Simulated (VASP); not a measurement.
# Al (P6_3/mmc) in VASP: notebook

The runs below take Al through single point, relaxation of shape and atoms at fixed volume, with PBEsol+D3(BJ).

Program: VASP 6.6.1. These are calculated values, not measurements. Logs are shortened: lines on timing, memory, paths and dates and some standing lists are left out, and cuts for length are marked.

### 1 The cell of the first run

Symmetry: P6_3/mmc, No. 194, hexagonal system. Conventional cell: a = 2.801 Å, b = 2.801 Å, c = 9.193 Å, α = 90.00°, β = 90.00°, γ = 120.00°. Al (site symmetry -3m) has 12 Al at 2.80 to 2.81 Å within 3.7 Å. Within 3.7 Å of Al (site symmetry -6m2) lie 12 Al at 2.80 to 2.81 Å.

### 2 Single point, PBEsol+D3(BJ)

The input, INCAR:

```
SYSTEM = Al
PREC = Accurate ; ENCUT = 520
EDIFF = 1E-6 ; ISMEAR = 0
SIGMA = 0.1 ; LREAL = .False.
LASPH = .True. ; NELM = 60
ALGO = Fast ; ISIF = 2
LWAVE = .False. ; LCHARG = .True.
GGA = PS ; IVDW = 12
LELF = .True. ; LVHAR = .True.
NBANDS = 14
```

The input, KPOINTS:

```
Automatic mesh
0
Gamma
  18 18 6
  0 0 0
```

The input, POSCAR:

```
Al
1.0
    2.8011182721      0.0000000000      0.0000000000
   -1.4005591360      2.4258395826      0.0000000000
    0.0000000000      0.0000000000      9.1928282165
Al
4
Direct
    0.0000000000      0.0000000000      0.0000000000
    0.3333333333      0.6666666667      0.2500000000
    0.0000000000      0.0000000000      0.5000000000
    0.6666666667      0.3333333333      0.7500000000
```

Potentials or basis: VASP PAW PBE potentials, release 64 (Al).

Launch:

```bash
$ cat potpaw_PBE.64/Al/POTCAR > POTCAR
$ mpirun -np 1 vasp_std > vasp.out
```

OUTCAR:

```text
SYSTEM = Al
   PREC = Accurate
   ENCUT = 520
   EDIFF = 1E-6
   ISMEAR = 0
   LREAL = .False.
   LASPH = .True.
   NELM = 60
   ISIF = 2
   GGA = PS
   IVDW = 12
 IVDW          = 12

 ion  position               nearest neighbor table
   1  0.000  0.000  0.000-   2 2.81   4 2.81   2 2.81   4 2.81   4 2.81   2 2.81
   2  0.333  0.667  0.250-   1 2.81   3 2.81   1 2.81   3 2.81   1 2.81   3 2.81
   3  0.000  0.000  0.500-   2 2.81   4 2.81   2 2.81   4 2.81   4 2.81   2 2.81
   4  0.667  0.333  0.750-   1 2.81   3 2.81   1 2.81   3 2.81   1 2.81   3 2.81

  LATTYP: Found a hexagonal cell.
 ALAT       =     2.8011182721
 C/A-ratio  =     3.2818422228

  Lattice vectors:

 A1 = (   2.8011182721,   0.0000000000,   0.0000000000)
 A2 = (  -1.4005591360,   2.4258395826,   0.0000000000)
 A3 = (   0.0000000000,   0.0000000000,   9.1928282165)

Analysis of symmetry for initial positions (statically):
=====================================================================
 Subroutine PRICEL returns:
 Original cell was already a primitive cell.

 Routine SETGRP: Setting up the symmetry group for a
 hexagonal supercell.

 Subroutine GETGRP returns: Found 24 space group operations
 (whereof 12 operations were pure point group operations)
 out of a pool of 24 trial point group operations.

The static configuration has the point symmetry D_3d.
 The point group associated with its full space group is D_6h.

Analysis of symmetry for dynamics (positions and initial velocities):
=====================================================================
 Subroutine PRICEL returns:
 Original cell was already a primitive cell.

 Routine SETGRP: Setting up the symmetry group for a
 hexagonal supercell.

 Subroutine GETGRP returns: Found 24 space group operations
 (whereof 12 operations were pure point group operations)
 out of a pool of 24 trial point group operations.

The dynamic configuration has the point symmetry D_3d.
 The point group associated with its full space group is D_6h.

 Subroutine INISYM returns: Found 24 space group operations
 (whereof 12 operations are pure point group operations),
 and found     1 'primitive' translations

----------------------------------------------------------------------------------------

                                     Primitive cell

  volume of cell :      62.4659

  direct lattice vectors                    reciprocal lattice vectors
     2.801118272  0.000000000  0.000000000     0.357000277  0.206114206  0.000000000
    -1.400559136  2.425839583  0.000000000     0.000000000  0.412228412  0.000000000
     0.000000000  0.000000000  9.192828217     0.000000000  0.000000000  0.108780451

  length of vectors
     2.801118272  2.801118272  9.192828217     0.412228412  0.412228412  0.108780451

  position of ions in fractional coordinates (direct lattice)
     0.000000000  0.000000000  0.000000000
     0.333333333  0.666666667  0.250000000
     0.000000000  0.000000000  0.500000000
     0.666666667  0.333333333  0.750000000

  ion indices of the primitive-cell ions
   primitive index   ion index
                 1           1
                 2           2
                 3           3
                 4           4

----------------------------------------------------------------------------------------

 KPOINTS: Automatic mesh

Automatic generation of k-mesh.
 Grid dimensions read from file:
 generate k-points for:   18   18    6

 Generating k-lattice:

  Cartesian coordinates                     Fractional coordinates (reciprocal lattice)
     0.019833349  0.011450789  0.000000000     0.055555556 -0.000000000  0.000000000
     0.000000000  0.022901578  0.000000000     0.000000000  0.055555556  0.000000000
     0.000000000  0.000000000  0.018130075     0.000000000  0.000000000  0.166666667

  Length of vectors
     0.022901578  0.022901578  0.018130075

  Shift w.r.t. Gamma in fractional coordinates (k-lattice)
     0.000000000  0.000000000  0.000000000

 Subroutine IBZKPT returns following result:
 ===========================================

 Found    148 irreducible k-points:

 Following reciprocal coordinates:
            Coordinates               Weight
  0.000000  0.000000  0.000000      1.000000
  0.055556  0.000000  0.000000      6.000000
  0.111111  0.000000  0.000000      6.000000
  0.166667  0.000000  0.000000      6.000000
  0.222222  0.000000  0.000000      6.000000
  0.277778  0.000000  0.000000      6.000000
[... 16 lines left out ...]
  0.333333  0.111111  0.000000     12.000000
  0.388889  0.111111  0.000000     12.000000
 [... further k-points ...]
   k-points           NKPTS =    148   k-points in BZ     NKDIM =    148   number of bands    NBANDS=     14
   number of dos      NEDOS =    301   number of ions     NIONS =      4
   total plane-waves  NPLWV =  40320
   dimension x,y,z NGX =    24 NGY =   24 NGZ =   70
   dimension x,y,z NGXF=    48 NGYF=   48 NGZF=  140
   ions per type =               4
   NGX,Y,Z   is equivalent  to a cutoff of  14.24, 14.24, 12.66 a.u.
   NGXF,Y,Z  is equivalent  to a cutoff of  28.49, 28.49, 25.32 a.u.
 SYSTEM =  Al
   PREC   = accura    normal or accurate (medium, high low for compatibility)
   ISTART =      0    job   : 0-new  1-cont  2-samecut
   ICHARG =      2    charge: 1-file 2-atom 10-const
   ISPIN  =      1    spin polarized calculation?
   LNONCOLLINEAR =      F non collinear calculations
   LSORBIT =      F    spin-orbit coupling
   LASPH  =      T    aspherical Exc in radial PAW
   ENCUT  =  520.0 eV  38.22 Ry    6.18 a.u.   5.21  5.21 17.09*2*pi/ulx,y,z
   NELM   =     60;   NELMIN=  2; NELMDL= -5     # of ELM steps
   EDIFF  = 0.1E-05   stopping-criterion for ELM
   LREAL  =      F    real-space projection
[... 7 lines left out ...]
   TEBEG  =    0.0;   TEEND  =   0.0 temperature during run
   PSTRESS=    0.0 pullay stress
   NELECT =      12.0000    total number of electrons
   NUPDOWN=      -1.0000    fix difference up-down
   EMIN   =  10.00;   EMAX   =-10.00  energy-range for DOS
   EFERMI =   0.00;   METHOD = LEGACY
   ISMEAR =     0;   SIGMA  =   0.10  broadening in eV -4-tet -1-fermi 0-gaus
   EFERMI_NEDOS =   21; number of points for ismear=-14 and -15
   IALGO  =     68    algorithm
   IMIX   =      4    mixing-type and parameters
     AMIX     =   0.40;   BMIX     =  1.00
     AMIX_MAG =   1.60;   BMIX_MAG =  1.00
  volume/ion in A,a.u.               =      15.62       105.39
  Fermi-wavevector in a.u.,A,eV,Ry     =   0.944614  1.785062 12.140418  0.892296
  Thomas-Fermi vector in A             =   2.072436
   LORBIT       =      0    0 simple, 1 ext, 2 COOP (PROOUT), +10 PAW based schemes
   GGA     = PS    functional components
   LHFCALC =     F    Hartree Fock is set to
   AEXX    =    0.0000 exact exchange contribution
   IVDW    =    12    specifies the selected vdW correction
   LEPSILON=     F    determine dielectric tensor
   LRPA    =     F    only Hartree local field effects (RPA)
 non-spin polarized calculation
 RMM-DIIS sequential band-by-band and
 Gauss-broadening in eV      SIGMA  =   0.10
  energy-cutoff  :      520.00
  volume of cell :       62.47
 maximum number of plane-waves:      1704
 NGX is ok and might be reduce to    24
   NGX = 11   NGY = 11   NGZ = 35

 number of electron      12.0000000 magnetization

 Free energy of the ion-electron system (eV)
  ---------------------------------------------------
  ext. energy  EPLUGINS =         0.00000000
  ---------------------------------------------------
  free energy    TOTEN  =       -16.29444986 eV

  energy without entropy =      -16.28674105  energy(sigma->0) =      -16.29059546

 E-fermi :   8.5210     XC(G=0): -10.4597

 val. band max:        8.5198332355   @ k =   0.3889   0.0556   0.0000
 cond. band min:       8.5224691939   @ k =   0.3889   0.1667   0.1667
 fundamental gap:      0.0026359583
 Fermi energy:         8.5210325614

 k-point     1 :       0.0000    0.0000    0.0000
  band No.  band energies     occupation
      1      -2.9818      2.00000
      2      -1.2457      2.00000
      3      -1.2386      2.00000
      4       3.6931      2.00000
      5       4.0204      2.00000
      6      11.9841      0.00000
      7      11.9957      0.00000
      8      19.6923      0.00000
      9      19.6923      0.00000
     10      19.8096      0.00000
     11      19.8096      0.00000
     12      20.7451      0.00000
     13      20.7627      0.00000
     14      20.8817      0.00000

 k-point     2 :       0.0556    0.0000    0.0000
  band No.  band energies     occupation
      1      -2.9042      2.00000
      2      -1.1691      2.00000
      3      -1.1620      2.00000
      4       3.7647      2.00000
      5       4.0958      2.00000
      6      12.0453      0.00000
      7      12.0596      0.00000
      8      17.9985      0.00000
      9      18.6326      0.00000
     10      19.3481      0.00000
     11      19.4292      0.00000
     12      19.9414      0.00000
     13      20.0379      0.00000
     14      20.0606      0.00000

 k-point     3 :       0.1111    0.0000    0.0000
  band No.  band energies     occupation
      1      -2.6718      2.00000
      2      -0.9396      2.00000
      3      -0.9326      2.00000
      4       3.9794      2.00000
      5       4.3212      2.00000
      6      12.2181      0.00000
      7      12.2458      0.00000
      8      15.9033      0.00000
      9      17.2817      0.00000
     10      17.3750      0.00000
     11      17.6477      0.00000
     12      19.1058      0.00000
     13      19.1064      0.00000
     14      19.1405      0.00000
[... 324 lines left out ...]
 k-point    23 :       0.3333    0.1111    0.0000
  band No.  band energies     occupation
      1       0.9918      2.00000
      2       2.6721      2.00000
      3       2.6740      2.00000
      4       6.1735      2.00000
      5       7.3056      2.00000
      6       7.6691      2.00000
      7       8.1233      2.00000
      8       8.4550      1.64940
      9      11.4331      0.00000
     10      12.5268      0.00000
     11      13.0260      0.00000
     12      13.2210      0.00000
     13      13.7658      0.00000
     14      15.9197      0.00000

 k-point    24 :       0.3889    0.1111    0.0000
  band No.  band energies     occupation
      1       2.1144      2.00000
      2       3.7588      2.00000
      3       3.7653      2.00000
      4       4.7533      2.00000
      5       6.4586      2.00000
      6       6.4762      2.00000
      7       8.5437      0.74886
      8       9.0563      0.00000
      9      10.9148      0.00000
     10      11.1145      0.00000
     11      12.2749      0.00000
     12      12.9859      0.00000
     13      13.3051      0.00000
     14      16.7653      0.00000

 [... further k-points ...]

------------------------ aborting loop because EDIFF is reached ----------------------------------------

 Edisp (eV)   -1.34298

 E8    (eV) :    -0.9044

  FORCE on cell =-STRESS in cart. coord.  units (eV):
  Direction    XX          YY          ZZ          XY          YZ          ZX
  --------------------------------------------------------------------------------------
  -------------------------------------------------------------------------------------
  Total       0.02184     0.02184     0.02599     0.00000    -0.00000     0.00000
  in kB       0.56014     0.56014     0.66656     0.00000    -0.00000     0.00000
  external pressure =        0.60 kB  Pullay stress =        0.00 kB

 VOLUME and BASIS-vectors are now :
 -----------------------------------------------------------------------------
  energy-cutoff  :      520.00
  volume of cell :       62.47
      direct lattice vectors                 reciprocal lattice vectors
     2.801118272  0.000000000  0.000000000     0.357000277  0.206114206  0.000000000
    -1.400559136  2.425839583  0.000000000     0.000000000  0.412228412  0.000000000
     0.000000000  0.000000000  9.192828217     0.000000000  0.000000000  0.108780451

 POSITION                                       TOTAL-FORCE (eV/Angst)
 -----------------------------------------------------------------------------------
      0.00000      0.00000      0.00000        -0.000000      0.000000      0.000000
     -0.00000      1.61723      2.29821        -0.000000     -0.000000      0.000000
      0.00000      0.00000      4.59641        -0.000000      0.000000      0.000000
      1.40056      0.80861      6.89462         0.000000      0.000000     -0.000000
 -----------------------------------------------------------------------------------
    total drift:                                0.000000      0.000000      0.000000

  FREE ENERGIE OF THE ION-ELECTRON SYSTEM (eV)
  ---------------------------------------------------
  free  energy   TOTEN  =       -17.6374294952 eV

  energy  without entropy=      -17.6297206912  energy(sigma->0) =      -17.63357509
```

Run time: 42 s. Hardware: 1 thread of Intel Xeon 6975P-C (Granite Rapids), shared host; peak memory 0.25 GiB.

What came out:

- Free energy: -17.6374 eV
- Pressure: 0.1 GPa
- Band gap on the k mesh: zero (band 6 reaches 12.49 eV, above the bottom of band 7 at 6.95 eV)
- Dispersion energy per atom: -0.336 eV

Caveat: the PAW data sets were made with another functional, which shifts forces and pressure a little; pairwise dispersion overbinds metals, which lowers pressure and volume.

### 3 Single point, PBEsol+D3(BJ)

The input, INCAR:

```
  PREC = Accurate
  ENCUT = 520
  EDIFF = 1E-7
  ISMEAR = 0
  SIGMA = 0.1
  LREAL = False
  LASPH = True
  NELM = 80
  ALGO = Fast
  ISIF = 2
  LWAVE = False
  LCHARG = True
  GGA = PS
  IVDW = 12
  LELF = True
  LVHAR = True
  NBANDS = 14
```

The input, KPOINTS:

```
regular mesh
0
Gamma
  24 24 6
```

POSCAR is that of step 2.

Potentials or basis: VASP PAW PBE potentials, release 64 (Al).

Launch:

```bash
$ cat potpaw_PBE.64/Al/POTCAR > POTCAR
$ mpirun -np 1 vasp_std > vasp.out
```

Wall time 86 s (1 thread of Intel Xeon 6975P-C (Granite Rapids), shared host); peak memory 0.3 GiB.

It converged, with:

| Property | Result |
| --- | --- |
| Free energy | -17.6381 eV |
| Pressure | 0.0 GPa |
| Band gap on the k mesh | zero (band 6 reaches 12.47 eV, above the bottom of band 7 at 6.94 eV) |
| Dispersion energy per atom | -0.336 eV |

Stress tensor (GPa, compression positive):
```
-0.09  0.00  0.00
 0.00 -0.09  0.00
 0.00  0.00  0.23
```

Levels at points of the mesh, in eV from the Fermi level:
| k point | band 3 | band 4 | band 5 | band 6 | band 7 | band 8 | band 9 | band 10 |
| --- | --- | --- | --- | --- | --- | --- | --- | --- |
| (0.00, 0.00, 0.00) | -9.77 | -4.84 | -4.51 | 3.45 | 3.47 | 11.16 | 11.16 | 11.28 |
| (0.50, 0.00, 0.00) | -4.06 | -4.01 | -3.37 | -3.32 | 0.81 | 1.23 | 1.38 | 1.73 |
| (0.00, 0.00, 0.50) | -7.63 | -7.63 | -0.95 | -0.95 | 8.44 | 8.44 | 11.50 | 11.50 |
| (0.50, 0.00, 0.50) | -4.93 | -4.93 | -1.91 | -1.91 | -1.23 | -1.23 | 4.70 | 4.70 |

Caveat: the PAW data sets were made with another functional, which shifts forces and pressure a little; pairwise dispersion overbinds metals, which lowers pressure and volume.

### 4 Relaxation of shape and atoms at fixed volume, PBEsol+D3(BJ) (volume scaled by 1.03)

The input, INCAR:

```
ALGO = Fast
EDIFF = 1E-6
EDIFFG = -0.01
ENCUT = 600
GGA = PS
IBRION = 2
ISIF = 4
ISMEAR = 0
IVDW = 12
LASPH = T
LCHARG = F
LREAL = F
LWAVE = F
NELM = 60
NSW = 50
PREC = Accurate
SIGMA = 0.1
```

The input, KPOINTS:

```
k-points
0
Gamma
  18 18 6
```

The input, POSCAR:

```
Al
1.0
    2.8288539203      0.0000000000      0.0000000000
   -1.4144269602      2.4498593586      0.0000000000
    0.0000000000      0.0000000000      9.2838522353
Al
4
Direct
    0.0000000000      0.0000000000      0.0000000000
    0.3333333333      0.6666666667      0.2500000000
    0.0000000000      0.0000000000      0.5000000000
    0.6666666667      0.3333333333      0.7500000000
```

Launch:

```bash
$ cat potpaw_PBE.64/Al/POTCAR > POTCAR
$ mpirun -np 1 vasp_std > vasp.out
```

Wall time 78 s (1 thread of Intel Xeon 6975P-C, shared host); peak memory 0.26 GiB.

Results (log left out):

```yaml
Free_energy: -17.6235 eV
Pressure_after_relaxing: -2.4 GPa
Band_gap_on_the_k_mesh: zero (band 6 reaches 12.12 eV, above the bottom of band 7 at 6.65 eV)
Dispersion_energy_per_atom: -0.326 eV
```

Stress tensor (GPa, compression positive):
```
-2.48  0.00  0.00
 0.00 -2.48  0.00
 0.00  0.00 -2.36
```

Final structure:
```cif
data_structure
_symmetry_space_group_name_H-M 'P 1'
_symmetry_Int_Tables_number 1
_cell_length_a 2.8289
_cell_length_b 2.8289
_cell_length_c 9.2839
_cell_angle_alpha 90.000
_cell_angle_beta 90.000
_cell_angle_gamma 120.000
_cell_volume 64.34
loop_
_atom_site_label
_atom_site_type_symbol
_atom_site_fract_x
_atom_site_fract_y
_atom_site_fract_z
_atom_site_occupancy
Al1 Al 0.00000 0.00000 0.00000 1
Al2 Al 0.33333 0.66667 0.25000 1
Al3 Al 0.00000 0.00000 0.50000 1
Al4 Al 0.66667 0.33333 0.75000 1
```

Levels at points of the mesh, in eV from the Fermi level:
```tsv
k point	band 3	band 4	band 5	band 6	band 7	band 8	band 9	band 10
(0.00, 0.00, 0.00)	-9.59	-4.71	-4.46	3.40	3.41	10.93	11.00	11.09
(0.50, 0.00, 0.00)	-3.97	-3.91	-3.34	-3.26	0.83	1.26	1.33	1.66
(0.00, 0.00, 0.50)	-7.49	-7.49	-0.94	-0.94	8.31	8.31	11.26	11.34
(0.50, 0.00, 0.50)	-4.84	-4.84	-1.87	-1.87	-1.21	-1.21	4.61	4.62
```

Caveat: the relaxation stopped at its first step, so nothing moved; the PAW data sets were made with another functional, which shifts forces and pressure a little; pairwise dispersion overbinds metals, which lowers pressure and volume.

### 5 Overview

| task | cell | k mesh | cutoff (eV) | gap on the mesh (eV) | pressure (GPa) |
| --- | --- | --- | --- | --- | --- |
| single point | a = 2.801, b = 2.801, c = 9.193 Å, angles 90.0, 90.0, 120.0°, 4 atoms | 18 × 18 × 6 | 520 | none | 0.1 |
| single point | a = 2.801, b = 2.801, c = 9.193 Å, angles 90.0, 90.0, 120.0°, 4 atoms | 24 × 24 × 6 | 520 | none | 0.0 |
| relaxation of shape and atoms at fixed volume | relaxed from a = 2.829, b = 2.829, c = 9.284 Å, angles 90.0, 90.0, 120.0°, 4 atoms | 18 × 18 × 6 | 600 | none | -2.4 |

Alike in all rows: level PBEsol+D3(BJ); potentials or basis VASP PAW PBE potentials, release 64 (Al); no spin polarisation; smearing gaussian 0.1 eV.

Caveats: the PAW data sets were made with another functional, which shifts forces and pressure a little; pairwise dispersion overbinds metals, which lowers pressure and volume; the relaxation stopped at its first step, so nothing moved (some runs).

Total energies depend on the potentials used, so only differences within one code and one set of settings carry meaning.
